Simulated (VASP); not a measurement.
Runs of VASP 6.6.1 on Os. The structure is that of space group Pm-3m (No. 221), or close to it. The cells are those of the table. This isn't the form of Os at room conditions, which is hcp.

```tsv
cell	k mesh	gap on the mesh (eV)	pressure (GPa)
a = 2.598 Å, 1 atom	14 × 14 × 14	none	0.1
a = 2.489 Å, 1 atom	14 × 14 × 14	none	41.3
a = 2.526 Å, 1 atom	14 × 14 × 14	none	(a)
a = 2.632 Å, 1 atom	14 × 14 × 14	none	(b)
a = 2.598 Å, 1 atom	13 × 13 × 13	none	-0.3
```

Alike in all rows: task single point; level BLYP; potentials or basis VASP PAW PBE potentials, release 64 (Os_sv_GW); no spin polarisation; cutoff (eV) 560; smearing fermi-dirac 0.1 eV.

Q: Fill in the values left out.

A: (a) 24.3; (b) -8.4.

Caveats: the PAW data sets were made with another functional, which shifts forces and pressure a little; spin-orbit coupling is left out, which moves the levels of the heavy elements; the cell stands under pressure (at least some runs); the cell stands under tension (at least some runs).

A k mesh can miss the band edges, and the runs leave out spin-orbit coupling on Os.

A gap of «none» marks levels without a gap at the run's occupations.
